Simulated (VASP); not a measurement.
# BN (gw) (R3m) in VASP: G0W0 quasiparticle levels with PBEsol

Aim: the G0W0 quasiparticle levels of BN (gw) with PBEsol.

Program: VASP 6.6.1. These are calculated values, not measurements. Logs are shortened: lines on timing, memory, paths and dates and some standing lists are left out, and cuts for length are marked.

**1. The cell of the first run**

It takes space group R3m (No. 160, trigonal). The conventional cell has a = 2.575 Å, b = 2.575 Å, c = 6.234 Å, α = 90.00°, β = 90.00°, γ = 120.00°. Within 2.1 Å of B (site symmetry 3m) lie 4 N at 1.56 to 1.57 Å. Within 2.1 Å of N (site symmetry 3m) lie 4 B at 1.56 to 1.57 Å.

**2. G0W0 quasiparticle levels, PBEsol**

File POSCAR:

```
BN
1.0
   -0.0139711365      1.8066028367      1.8066028367
    1.8066028367     -0.0139711365      1.8066028367
    1.8066028367      1.8066028367     -0.0139711365
B N
1 1
Direct
   -0.0000807545     -0.0000807545     -0.0000807545
    0.2500807545      0.2500807545      0.2500807545
```

File INCAR.step1:

```
  ALGO = Normal
  EDIFF = 1E-8
  ENCUT = 500
  GGA = PS
  ISMEAR = 0
  LASPH = True
  LCHARG = False
  LREAL = False
  LWAVE = True
  NELM = 80
  PREC = Accurate
  SIGMA = 0.01
```

File INCAR.step2:

```
  ALGO = Exact
  EDIFF = 1E-8
  ENCUT = 500
  GGA = PS
  ISMEAR = 0
  ISTART = 1
  LASPH = True
  LCHARG = False
  LOPTICS = True
  LREAL = False
  LWAVE = True
  NBANDS = 34
  NELM = 1
  PREC = Accurate
  SIGMA = 0.01
```

File INCAR.step3:

```
  ALGO = EVGW0
  EDIFF = 1E-8
  ENCUT = 500
  ENCUTGW = 100.0
  GGA = PS
  ISMEAR = 0
  ISTART = 1
  LASPH = True
  LCHARG = False
  LREAL = False
  LWAVE = False
  NBANDS = 34
  NBANDSGW = 12
  NELMGW = 1
  NOMEGA = 48
  PREC = Accurate
  PRECFOCK = Fast
  SIGMA = 0.01
```

File KPOINTS:

```
k-points
0
Gamma
  6 6 6
```

Potentials or basis: VASP PAW PBE potentials, release 64 (B_GW, N_GW).

Launch:

```sh
> cat potpaw_PBE.64/B_GW/POTCAR potpaw_PBE.64/N_GW/POTCAR > POTCAR
> cp INCAR.step1 INCAR
> mpirun -np 1 vasp_std > vasp.out
> cp INCAR.step2 INCAR
> mpirun -np 1 vasp_std > vasp.out
> cp INCAR.step3 INCAR
> mpirun -np 1 vasp_std > vasp.out
```

OUTCAR:

```text
EDIFF = 1E-8
   ENCUT = 500
   ENCUTGW = 100.0
   GGA = PS
   ISMEAR = 0
   ISTART = 1
   LASPH = True
   LREAL = False
   NELMGW = 1
   PREC = Accurate
   PRECFOCK = Fast

 ion  position               nearest neighbor table
   1  1.000  1.000  1.000-   2 1.56   2 1.57   2 1.57   2 1.57
   2  0.250  0.250  0.250-   1 1.56   1 1.57   1 1.57   1 1.57

  LATTYP: Found a trigonal (rhomboedric) cell.
 ALAT       =     2.5549604325
 COS(alpha) =     0.4922519058

  Lattice vectors:

 A1 = (  -0.0139711365,   1.8066028367,   1.8066028367)
 A2 = (   1.8066028367,  -0.0139711365,   1.8066028367)
 A3 = (   1.8066028367,   1.8066028367,  -0.0139711365)

Analysis of symmetry for initial positions (statically):
=====================================================================
 Subroutine PRICEL returns:
 Original cell was already a primitive cell.

 Routine SETGRP: Setting up the symmetry group for a
 trigonal (rhombohedral) supercell.

 Subroutine GETGRP returns: Found  6 space group operations
 (whereof  6 operations were pure point group operations)
 out of a pool of 12 trial point group operations.

The static configuration has the point symmetry C_3v.

Analysis of symmetry for dynamics (positions and initial velocities):
=====================================================================
 Subroutine PRICEL returns:
 Original cell was already a primitive cell.

 Routine SETGRP: Setting up the symmetry group for a
 trigonal (rhombohedral) supercell.

 Subroutine GETGRP returns: Found  6 space group operations
 (whereof  6 operations were pure point group operations)
 out of a pool of 12 trial point group operations.

The dynamic configuration has the point symmetry C_3v.

 Subroutine INISYM returns: Found  6 space group operations
 (whereof  6 operations are pure point group operations),
 and found     1 'primitive' translations

----------------------------------------------------------------------------------------

                                     Primitive cell

  volume of cell :      11.9296

  direct lattice vectors                    reciprocal lattice vectors
    -0.013971137  1.806602837  1.806602837    -0.273572598  0.275704726  0.275704726
     1.806602837 -0.013971137  1.806602837     0.275704726 -0.273572598  0.275704726
     1.806602837  1.806602837 -0.013971137     0.275704726  0.275704726 -0.273572598

  length of vectors
     2.554960433  2.554960433  2.554960433     0.476306790  0.476306790  0.476306790

  position of ions in fractional coordinates (direct lattice)
     0.999919246  0.999919246  0.999919246
     0.250080754  0.250080754  0.250080754

  ion indices of the primitive-cell ions
   primitive index   ion index
                 1           1
                 2           2

----------------------------------------------------------------------------------------

 KPOINTS: k-points

Automatic generation of k-mesh.
 Grid dimensions read from file:
 generate k-points for:    6    6    6

 Generating k-lattice:

  Cartesian coordinates                     Fractional coordinates (reciprocal lattice)
    -0.045595433  0.045950788  0.045950788     0.166666667  0.000000000  0.000000000
     0.045950788 -0.045595433  0.045950788     0.000000000  0.166666667  0.000000000
     0.045950788  0.045950788 -0.045595433     0.000000000  0.000000000  0.166666667

  Length of vectors
     0.079384465  0.079384465  0.079384465

  Shift w.r.t. Gamma in fractional coordinates (k-lattice)
     0.000000000  0.000000000  0.000000000

 Subroutine IBZKPT returns following result:
 ===========================================

 Found     32 irreducible k-points:

 Following reciprocal coordinates:
            Coordinates               Weight
  0.000000  0.000000  0.000000      1.000000
  0.166667  0.000000 -0.000000      6.000000
  0.333333  0.000000  0.000000      6.000000
  0.500000  0.000000  0.000000      3.000000
  0.166667  0.166667  0.000000      6.000000
  0.333333  0.166667  0.000000     12.000000
[... 16 lines left out ...]
  0.500000  0.500000  0.166667      6.000000
 -0.333333  0.500000  0.166667     12.000000
 [... further k-points ...]
   k-points           NKPTS =     32   k-points in BZ     NKDIM =    216   number of bands    NBANDS=     34
   number of dos      NEDOS =    301   number of ions     NIONS =      2
   total plane-waves  NPLWV =   8000
   dimension x,y,z NGX =    20 NGY =   20 NGZ =   20
   dimension x,y,z NGXF=    40 NGYF=   40 NGZF=   40
   ions per type =               1   1
   NGX,Y,Z   is equivalent  to a cutoff of  13.01, 13.01, 13.01 a.u.
   NGXF,Y,Z  is equivalent  to a cutoff of  26.03, 26.03, 26.03 a.u.
 SYSTEM =  unknown system
   PREC   = accura    normal or accurate (medium, high low for compatibility)
   ISTART =      1    job   : 0-new  1-cont  2-samecut
   ICHARG =      0    charge: 1-file 2-atom 10-const
   ISPIN  =      1    spin polarized calculation?
   LNONCOLLINEAR =      F non collinear calculations
   LSORBIT =      F    spin-orbit coupling
   LASPH  =      T    aspherical Exc in radial PAW
   ENCUT  =  500.0 eV  36.75 Ry    6.06 a.u.   4.66  4.66  4.66*2*pi/ulx,y,z
   NELM   =     60;   NELMIN=  2; NELMDL=  0     # of ELM steps
   EDIFF  = 0.1E-07   stopping-criterion for ELM
   LREAL  =      F    real-space projection
   EDIFFG = 0.1E-06   stopping-criterion for IOM
   NSW    =      0    number of steps for IOM
   IBRION =     -1    ionic relax: 0-MD 1-quasi-New 2-CG
   NFREE  =      0    steps in history (QN), initial steepest desc. (CG)
   ISIF   =      0    stress and relaxation
   ISYM   =      3    0-nonsym 1-usesym 2-fastsym
   POTIM  = 0.5000    time-step for ionic-motion
   TEBEG  =    0.0;   TEEND  =   0.0 temperature during run
   PSTRESS=    0.0 pullay stress
   NELECT =       8.0000    total number of electrons
   NUPDOWN=      -1.0000    fix difference up-down
   EMIN   =  10.00;   EMAX   =-10.00  energy-range for DOS
   EFERMI =   0.00;   METHOD = LEGACY
   ISMEAR =     0;   SIGMA  =   0.01  broadening in eV -4-tet -1-fermi 0-gaus
   EFERMI_NEDOS =   21; number of points for ismear=-14 and -15
   IALGO  =     38    algorithm
   IMIX   =      4    mixing-type and parameters
     AMIX     =   0.40;   BMIX     =  1.00
     AMIX_MAG =   1.60;   BMIX_MAG =  1.00
  volume/ion in A,a.u.               =       5.96        40.25
  Fermi-wavevector in a.u.,A,eV,Ry     =   1.432944  2.707872 27.937231  2.053329
  Thomas-Fermi vector in A             =   2.552516
   LORBIT       =      0    0 simple, 1 ext, 2 COOP (PROOUT), +10 PAW based schemes
   GGA     = PS    functional components
   LHFCALC =     T    Hartree Fock is set to
   PRECFOCK=fast      Normal, Fast or Accurate (Low or Medium for compatibility)
   ENCUT4O =  -1.0   cutoff for four orbital integrals eV
   NKREDX  =     1    reduce k-point grid by
   NKREDY  =     1    reduce k-point grid by
   NKREDZ  =     1    reduce k-point grid by
   AEXX    =    1.0000 exact exchange contribution
   HFSCREEN=    0.0000 screening length (either q_TF or 0.3 A-1)
   HFSCREENC=   0.0000 screening length for correlation (either q_TF or 0.3 A-1)
   ENCUTFOCK=  -1.0 apply spherical cutoff to Coloumb kernel
   IVDW    =     0    specifies the selected vdW correction
   LEPSILON=     F    determine dielectric tensor
   LRPA    =     F    only Hartree local field effects (RPA)
   LRPAFORCE           =     F    calculate RPA forces
   ENCUTGW             = 100.0    cutoff for response function in eV
   ENCUTGWSOFT         =  80.0    soft cutoff for Coulomb kernel in GW response function in eV
   ENCUTLF             =  -1.0    cutoff for local field effects
   NELMGW              =     1    number of iterations in solving QP/BSE equation
   NELMHF              =     1    number of iterations in the inner HF iteration
   NKREDLFX            =     1    NKREDLFY  =   1   NKREDLFZ  =   1
 non-spin polarized calculation
 Gauss-broadening in eV      SIGMA  =   0.01
  energy-cutoff  :      500.00
  volume of cell :       11.93
 maximum number of plane-waves:       313
 NGX is ok and might be reduce to    20
  NGX = 12; NGY = 12; NGZ = 12
   NGX =  9   NGY =  9   NGZ =  9
 maximum number of plane-waves:        34
 NGX is ok and might be reduce to    10

 QP shifts <psi_nk| G(iteration)W_0 |psi_nk>: iteration 1
 for sc-GW calculations column KS-energies equals QP-energies in previous step
 and V_xc(KS)=  KS-energies - (<T + V_ion + V_H > + <T+V_H+V_ion>^1  + <V_x>^1)

 k-point   1 :       0.0000    0.0000    0.0000
  band No.  KS-energies  QP-energies   sigma(KS)   V_xc(KS)     V^pw_x(r,r')   Z            occupation Imag(sigma)

      1     -12.8449     -14.6128     -17.6947     -15.4148     -26.3745       0.7754       2.0000       1.4555
      2       7.2804       6.8053     -18.7139     -18.1389     -21.7552       0.8261       2.0000       0.0880
      3       7.2804       6.8053     -18.7139     -18.1389     -21.7552       0.8261       2.0000       0.0880
      4       7.3371       6.8669     -18.7580     -18.1886     -21.8424       0.8259       2.0000       0.0891
      5      15.9158      17.4891     -11.9002     -13.7892      -6.9915       0.8329       0.0000      -0.1113
      6      15.9158      17.4891     -11.9002     -13.7892      -6.9915       0.8329       0.0000      -0.1113
      7      16.1583      17.7361     -11.9972     -13.8955      -7.0407       0.8311       0.0000      -0.1136
      8      17.4642      18.8560     -13.6744     -15.3764      -8.3187       0.8178       0.0000      -0.1350
      9      31.6216      32.4971     -10.5766     -11.6811      -3.3097       0.7927       0.0000      -0.6017
     10      34.8843      36.4568     -11.4753     -13.3533      -5.4187       0.8373       0.0000      -0.5769
     11      34.8843      36.4568     -11.4753     -13.3533      -5.4187       0.8373       0.0000      -0.5769
     12      35.2146      36.3890      -9.9937     -11.3851      -3.0603       0.8441       0.0000      -0.9857

 k-point   2 :       0.1667    0.0000   -0.0000
  band No.  KS-energies  QP-energies   sigma(KS)   V_xc(KS)     V^pw_x(r,r')   Z            occupation Imag(sigma)
[... 353 lines left out ...]
      1      -7.0284      -8.3865     -19.1068     -17.3014     -26.7709       0.7523       2.0000       0.6883
      2      -0.8804      -2.2156     -17.1083     -15.4020     -21.9753       0.7825       2.0000       0.2119
      3       1.0778       0.0002     -16.9266     -15.5801     -21.0306       0.8003       2.0000       0.1547
      4       1.1657       0.1159     -16.7823     -15.4728     -20.8110       0.8017       2.0000       0.1515
      5      14.8807      16.1725     -12.4614     -14.0082      -7.8556       0.8351       0.0000      -0.1081
      6      19.1282      20.5411     -11.8954     -13.5999      -6.6352       0.8289       0.0000      -0.1314
      7      22.1920      24.0243     -12.8765     -15.1866      -6.4301       0.7931       0.0000      -0.2238
      8      23.9158      25.8642     -13.1108     -15.5922      -6.4911       0.7852       0.0000      -0.2510
      9      26.5966      28.5806     -13.7757     -16.3247      -6.8295       0.7784       0.0000      -0.3401
     10      32.9208      34.6966     -11.7135     -13.9403      -4.1968       0.7975       0.0000      -0.7581
     11      37.1445      38.6046     -11.2512     -13.0207      -4.1717       0.8252       0.0000      -0.9841
     12      40.3292      41.9727     -11.0200     -13.0153      -3.8106       0.8236       0.0000      -1.0967

 [... further k-points ...]
```

Wall time 2.6 min (1 thread of Intel Xeon 8259CL, shared host); peak memory 0.2 GiB.

Results:

| Item | Value |
| --- | --- |
| Band gap on the k mesh, mean-field level | 4.23 eV, indirect (least direct gap 8.58 eV) |
| Quasiparticle gap | 5.68 eV |
| Least direct quasiparticle gap | 10.62 eV |

Levels at points of the mesh, in eV from the valence-band top:
| k point | band 1 | band 2 | band 3 | band 4 | band 5 | band 6 | band 7 | band 8 |
| --- | --- | --- | --- | --- | --- | --- | --- | --- |
| (0.00, 0.00, 0.00) | -20.18 | -0.06 | -0.06 | 0.00 | 8.58 | 8.58 | 8.82 | 10.13 |
| (0.50, 0.00, 0.00) | -15.99 | -10.74 | -1.94 | -1.94 | 9.97 | 10.46 | 10.69 | 14.94 |
| (0.50, 0.50, 0.00) | -14.60 | -8.95 | -5.01 | -4.86 | 4.23 | 9.00 | 17.70 | 17.70 |
| (0.50, 0.50, 0.50) | -15.86 | -10.70 | -2.06 | -2.06 | 9.72 | 10.45 | 10.45 | 14.97 |

Caveat: the k points lie up to 0.50 Å⁻¹ apart; bands, screening cutoff and mesh are small and nothing is extrapolated, so the quasiparticle values aren't converged. A k mesh can miss the band edges.
